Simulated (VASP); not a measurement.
# Mn (P6_3/mmc) in VASP: a series of runs

The runs below take Mn through single point, relaxation of cell and atoms, with LDA.

All numbers are computed with VASP 6.6.1; they aren't measurements. Logs are shortened: lines on timing, memory, paths and dates and some standing lists are left out, and cuts for length are marked.

### 1 The cell of the first run

The structure is hexagonal, space group P6_3/mmc (No. 194). Conventional cell: a = 2.398 Å, b = 2.398 Å, c = 3.872 Å, α = 90.00°, β = 90.00°, γ = 120.00°. Within 3.1 Å of Mn (site symmetry -6m2) lie 12 Mn at 2.38 to 2.40 Å.

### 2 Single point, LDA, collinear spin, antiferromagnetic start (volume scaled by 0.96)

INCAR reads:

```
  PREC = Accurate
  ENCUT = 520
  EDIFF = 1E-7
  ISMEAR = -1
  SIGMA = 0.05
  LREAL = False
  LASPH = True
  NELM = 150
  ALGO = Normal
  ISIF = 2
  LWAVE = False
  LCHARG = False
  ISPIN = 2
  MAGMOM = 3 -3
  LORBIT = 11
  LMAXMIX = 4
  NBANDS = 24
```

KPOINTS reads:

```
Automatic mesh
0
Gamma
  17 17 9
```

POSCAR reads:

```
Mn
1.0
    2.3976887251      0.0000000000      0.0000000000
   -1.1988443625      2.0764593463      0.0000000000
    0.0000000000      0.0000000000      3.8717719816
Mn
2
Direct
    0.3333333333      0.6666666667      0.2500000000
    0.6666666667      0.3333333333      0.7500000000
```

Potentials or basis: VASP PAW LDA potentials, release 64 (Mn_pv).

Launch:

```console
cat potpaw_LDA.64/Mn_pv/POTCAR > POTCAR
mpirun -np 1 vasp_std > vasp.out
```

OUTCAR:

```text
PREC = Accurate
   ENCUT = 520
   EDIFF = 1E-7
   ISMEAR = -1
   LREAL = False
   LASPH = True
   NELM = 150
   ISIF = 2
   ISPIN = 2
   LORBIT = 11

 ion  position               nearest neighbor table
   1  0.333  0.667  0.250-   2 2.38   2 2.38   2 2.38   2 2.38   2 2.38   2 2.38
   2  0.667  0.333  0.750-   1 2.38   1 2.38   1 2.38   1 2.38   1 2.38   1 2.38

  LATTYP: Found a hexagonal cell.
 ALAT       =     2.3976887251
 C/A-ratio  =     1.6147934221

  Lattice vectors:

 A1 = (   2.3976887251,   0.0000000000,   0.0000000000)
 A2 = (  -1.1988443625,   2.0764593463,   0.0000000000)
 A3 = (   0.0000000000,   0.0000000000,   3.8717719816)

Analysis of symmetry for initial positions (statically):
=====================================================================
 Subroutine PRICEL returns:
 Original cell was already a primitive cell.

 Routine SETGRP: Setting up the symmetry group for a
 hexagonal supercell.

 Subroutine GETGRP returns: Found 24 space group operations
 (whereof 12 operations were pure point group operations)
 out of a pool of 24 trial point group operations.

The static configuration has the point symmetry D_3d.
 The point group associated with its full space group is D_6h.

Analysis of symmetry for dynamics (positions and initial velocities):
=====================================================================
 Subroutine PRICEL returns:
 Original cell was already a primitive cell.

 Routine SETGRP: Setting up the symmetry group for a
 hexagonal supercell.

 Subroutine GETGRP returns: Found 24 space group operations
 (whereof 12 operations were pure point group operations)
 out of a pool of 24 trial point group operations.

The dynamic configuration has the point symmetry D_3d.
 The point group associated with its full space group is D_6h.

Analysis of structural, dynamic, and magnetic symmetry:
=====================================================================
 Subroutine PRICEL returns:
 Original cell was already a primitive cell.

 Routine SETGRP: Setting up the symmetry group for a
 hexagonal supercell.

 Subroutine GETGRP returns: Found 24 space group operations
 (whereof 12 operations were pure point group operations)
 out of a pool of 24 trial point group operations.

The overall configuration has the point symmetry D_3d.
 The point group associated with its full space group is D_6h.

 Subroutine INISYM returns: Found 24 space group operations
 (whereof 12 operations are pure point group operations),
 and found     1 'primitive' translations

----------------------------------------------------------------------------------------

                                     Primitive cell

  volume of cell :      19.2764

  direct lattice vectors                    reciprocal lattice vectors
     2.397688725  0.000000000  0.000000000     0.417068316  0.240794505  0.000000000
    -1.198844363  2.076459346  0.000000000     0.000000000  0.481589010  0.000000000
     0.000000000  0.000000000  3.871771982     0.000000000  0.000000000  0.258279673

  length of vectors
     2.397688725  2.397688725  3.871771982     0.481589010  0.481589010  0.258279673

  position of ions in fractional coordinates (direct lattice)
     0.333333333  0.666666667  0.250000000
     0.666666667  0.333333333  0.750000000

  ion indices of the primitive-cell ions
   primitive index   ion index
                 1           1
                 2           2

----------------------------------------------------------------------------------------

 KPOINTS: Automatic mesh

Automatic generation of k-mesh.
 Grid dimensions read from file:
 generate k-points for:   17   17    9

 Generating k-lattice:

  Cartesian coordinates                     Fractional coordinates (reciprocal lattice)
     0.024533430  0.014164383  0.000000000     0.058823529 -0.000000000  0.000000000
     0.000000000  0.028328765  0.000000000     0.000000000  0.058823529  0.000000000
     0.000000000  0.000000000  0.028697741     0.000000000  0.000000000  0.111111111

  Length of vectors
     0.028328765  0.028328765  0.028697741

  Shift w.r.t. Gamma in fractional coordinates (k-lattice)
     0.000000000  0.000000000  0.000000000

 Subroutine IBZKPT returns following result:
 ===========================================

 Found    165 irreducible k-points:

 Following reciprocal coordinates:
            Coordinates               Weight
  0.000000  0.000000  0.000000      1.000000
  0.058824  0.000000  0.000000      6.000000
  0.117647  0.000000  0.000000      6.000000
  0.176471  0.000000  0.000000      6.000000
  0.235294  0.000000  0.000000      6.000000
  0.294118  0.000000  0.000000      6.000000
[... 16 lines left out ...]
  0.411765  0.117647  0.000000     12.000000
  0.176471  0.176471  0.000000      6.000000
 [... further k-points ...]
   k-points           NKPTS =    165   k-points in BZ     NKDIM =    165   number of bands    NBANDS=     24
   number of dos      NEDOS =    301   number of ions     NIONS =      2
   total plane-waves  NPLWV =   9720
   dimension x,y,z NGX =    18 NGY =   18 NGZ =   30
   dimension x,y,z NGXF=    36 NGYF=   36 NGZF=   60
   ions per type =               2
   NGX,Y,Z   is equivalent  to a cutoff of  12.48, 12.48, 12.88 a.u.
   NGXF,Y,Z  is equivalent  to a cutoff of  24.96, 24.96, 25.76 a.u.
 SYSTEM =  unknown system
   PREC   = accura    normal or accurate (medium, high low for compatibility)
   ISTART =      0    job   : 0-new  1-cont  2-samecut
   ICHARG =      2    charge: 1-file 2-atom 10-const
   ISPIN  =      2    spin polarized calculation?
   LNONCOLLINEAR =      F non collinear calculations
   LSORBIT =      F    spin-orbit coupling
   LASPH  =      T    aspherical Exc in radial PAW
   ENCUT  =  520.0 eV  38.22 Ry    6.18 a.u.   4.46  4.46  7.20*2*pi/ulx,y,z
   NELM   =    150;   NELMIN=  2; NELMDL= -5     # of ELM steps
   EDIFF  = 0.1E-06   stopping-criterion for ELM
   LREAL  =      F    real-space projection
   EDIFFG = 0.1E-05   stopping-criterion for IOM
   NSW    =      0    number of steps for IOM
   IBRION =     -1    ionic relax: 0-MD 1-quasi-New 2-CG
   NFREE  =      0    steps in history (QN), initial steepest desc. (CG)
   ISIF   =      2    stress and relaxation
   ISYM   =      2    0-nonsym 1-usesym 2-fastsym
   POTIM  = 0.5000    time-step for ionic-motion
   TEBEG  =    0.0;   TEEND  =   0.0 temperature during run
   PSTRESS=    0.0 pullay stress
   NELECT =      26.0000    total number of electrons
   NUPDOWN=      -1.0000    fix difference up-down
   EMIN   =  10.00;   EMAX   =-10.00  energy-range for DOS
   EFERMI =   0.00;   METHOD = LEGACY
   ISMEAR =    -1;   SIGMA  =   0.05  broadening in eV -4-tet -1-fermi 0-gaus
   EFERMI_NEDOS =   21; number of points for ismear=-14 and -15
   IALGO  =     38    algorithm
   IMIX   =      4    mixing-type and parameters
     AMIX     =   0.40;   BMIX     =  1.00
     AMIX_MAG =   1.60;   BMIX_MAG =  1.00
  volume/ion in A,a.u.               =       9.64        65.04
  Fermi-wavevector in a.u.,A,eV,Ry     =   1.808800  3.418137 44.514975  3.271758
  Thomas-Fermi vector in A             =   2.867802
   LORBIT       =     11    0 simple, 1 ext, 2 COOP (PROOUT), +10 PAW based schemes
   GGA     = CA    functional components
   LHFCALC =     F    Hartree Fock is set to
   AEXX    =    0.0000 exact exchange contribution
   IVDW    =     0    specifies the selected vdW correction
   LEPSILON=     F    determine dielectric tensor
   LRPA    =     F    only Hartree local field effects (RPA)
 spin polarized calculation
  energy-cutoff  :      520.00
  volume of cell :       19.28
 maximum number of plane-waves:       543
 NGX is ok and might be reduce to    18
   NGX =  9   NGY =  9   NGZ = 15

 number of electron      25.9999984 magnetization       0.0000000

 number of electron      25.9999984 magnetization      -0.0000000

 Free energy of the ion-electron system (eV)
  ---------------------------------------------------
  ext. energy  EPLUGINS =         0.00000000
  ---------------------------------------------------
  free energy    TOTEN  =       -20.27434687 eV

  energy without entropy =      -20.25508280  energy(sigma->0) =      -20.26471483

 E-fermi :  11.7904     XC(G=0): -15.0464

 val. band max:       11.7884010351   @ k =   0.1765   0.0588   0.1111
 cond. band min:      11.7958709247   @ k =   0.0588   0.0588   0.1111
 fundamental gap:      0.0074698896
 Fermi energy:        11.7903797516

 spin component 1

 k-point     1 :       0.0000    0.0000    0.0000
  band No.  band energies     occupation
      1     -36.2888      1.00000
      2     -35.3207      1.00000
      3     -35.3207      1.00000
      4     -35.1702      1.00000
      5     -35.1702      1.00000
      6     -35.1504      1.00000
[... 16 lines left out ...]
     23      40.2823      0.00000
     24      40.2823      0.00000

 k-point     2 :       0.0588    0.0000    0.0000
  band No.  band energies     occupation
      1     -36.2760      1.00000
      2     -35.3486      1.00000
      3     -35.3297      1.00000
      4     -35.1993      1.00000
      5     -35.1741      1.00000
      6     -35.1551      1.00000
[... 16 lines left out ...]
     23      38.7239      0.00000
     24      39.2763      0.00000

 k-point     3 :       0.1176    0.0000    0.0000
  band No.  band energies     occupation
      1     -36.2388      1.00000
      2     -35.4288      1.00000
      3     -35.3550      1.00000
      4     -35.2816      1.00000
      5     -35.1856      1.00000
      6     -35.1694      1.00000
[... 16 lines left out ...]
     23      37.1493      0.00000
     24      38.5948      0.00000
[... 514 lines left out ...]
 k-point    23 :       0.4118    0.1176    0.0000
  band No.  band energies     occupation
      1     -36.1189      1.00000
      2     -35.9310      1.00000
      3     -35.7618      1.00000
      4     -35.6221      1.00000
      5     -35.4322      1.00000
      6     -35.3733      1.00000
[... 16 lines left out ...]
     23      30.4051      0.00000
     24      33.5700      0.00000

 k-point    24 :       0.1765    0.1765    0.0000
  band No.  band energies     occupation
      1     -35.9951      1.00000
      2     -35.7797      1.00000
      3     -35.7767      1.00000
      4     -35.4764      1.00000
      5     -35.3281      1.00000
      6     -35.2822      1.00000
[... 16 lines left out ...]
     23      35.1372      0.00000
     24      36.7641      0.00000

 [... further k-points ...]

 spin component 2

 k-point     1 :       0.0000    0.0000    0.0000
  band No.  band energies     occupation
      1     -36.2888      1.00000
      2     -35.3207      1.00000
      3     -35.3207      1.00000
      4     -35.1702      1.00000
      5     -35.1702      1.00000
      6     -35.1504      1.00000
[... 16 lines left out ...]
     23      40.2823      0.00000
     24      40.2823      0.00000

 k-point     2 :       0.0588    0.0000    0.0000
  band No.  band energies     occupation
      1     -36.2760      1.00000
      2     -35.3486      1.00000
      3     -35.3297      1.00000
      4     -35.1993      1.00000
      5     -35.1741      1.00000
      6     -35.1551      1.00000
[... 16 lines left out ...]
     23      38.7239      0.00000
     24      39.2763      0.00000

 k-point     3 :       0.1176    0.0000    0.0000
  band No.  band energies     occupation
      1     -36.2388      1.00000
      2     -35.4288      1.00000
      3     -35.3550      1.00000
      4     -35.2816      1.00000
      5     -35.1856      1.00000
      6     -35.1694      1.00000
[... 16 lines left out ...]
     23      37.1493      0.00000
     24      38.5948      0.00000
[... 514 lines left out ...]
 k-point    23 :       0.4118    0.1176    0.0000
  band No.  band energies     occupation
      1     -36.1189      1.00000
      2     -35.9310      1.00000
      3     -35.7618      1.00000
      4     -35.6221      1.00000
      5     -35.4322      1.00000
      6     -35.3733      1.00000
[... 16 lines left out ...]
     23      30.4051      0.00000
     24      33.5700      0.00000

 k-point    24 :       0.1765    0.1765    0.0000
  band No.  band energies     occupation
      1     -35.9951      1.00000
      2     -35.7797      1.00000
      3     -35.7767      1.00000
      4     -35.4764      1.00000
      5     -35.3281      1.00000
      6     -35.2822      1.00000
[... 16 lines left out ...]
     23      35.1372      0.00000
     24      36.7641      0.00000

 [... further k-points ...]
[... 5 lines left out ...]
  --------------------------------------------------------------------------------------
  -------------------------------------------------------------------------------------
  Total        1.8850722      1.8850722      1.8154944      0.0000000      0.0000000     -0.0000000
  in kB      156.6796385    156.6796385    150.8966120      0.0000000      0.0000000     -0.0000000
  external PRESSURE =     154.7519630 kB  Pullay stress =       0.0000000 kB

 VOLUME and BASIS-vectors are now :
 -----------------------------------------------------------------------------
  energy-cutoff  :      520.00
  volume of cell :       19.28
      direct lattice vectors                 reciprocal lattice vectors
     2.397688725  0.000000000  0.000000000     0.417068316  0.240794505  0.000000000
    -1.198844363  2.076459346  0.000000000     0.000000000  0.481589010  0.000000000
     0.000000000  0.000000000  3.871771982     0.000000000  0.000000000  0.258279673

 POSITION                                       TOTAL-FORCE (eV/Angst)
 -----------------------------------------------------------------------------------
     -0.00000      1.38431      0.96794         0.000000      0.000000      0.000000
      1.19884      0.69215      2.90383        -0.000000      0.000000      0.000000
 -----------------------------------------------------------------------------------
    total drift:                               -0.000000      0.000000     -0.000000

  FREE ENERGIE OF THE ION-ELECTRON SYSTEM (eV)
  ---------------------------------------------------
  free  energy   TOTEN  =       -20.2743468697 eV

  energy  without entropy=      -20.2550827994  energy(sigma->0) =      -20.26471483

 total charge

# of ion       s       p       d       tot
------------------------------------------
    1        0.472   6.471   5.296  12.239
    2        0.472   6.471   5.296  12.239
--------------------------------------------------
tot          0.944  12.942  10.593  24.478

 magnetization (x)

# of ion       s       p       d       tot
------------------------------------------
    1        0.000   0.000   0.000   0.000
    2       -0.000  -0.000  -0.000  -0.000
--------------------------------------------------
tot          0.000   0.000   0.000   0.000
```

Run time: 93 s. Hardware: 1 thread of Intel Xeon Platinum 8488C (Sapphire Rapids), shared host; peak memory 0.2 GiB.

What came out:

```yaml
Free_energy: -20.2743 eV
Pressure: 15.5 GPa
Band_gap_on_the_k_mesh: zero (filled and empty bands overlap)
Net_moment: 0.00 μB per cell
Valence_electrons_inside_the_program's_atomic_spheres: Mn 12.24
```

Caveat: the starting moments collapsed, and a magnetic state may lie lower.

(Continued in part 2 of 2.)
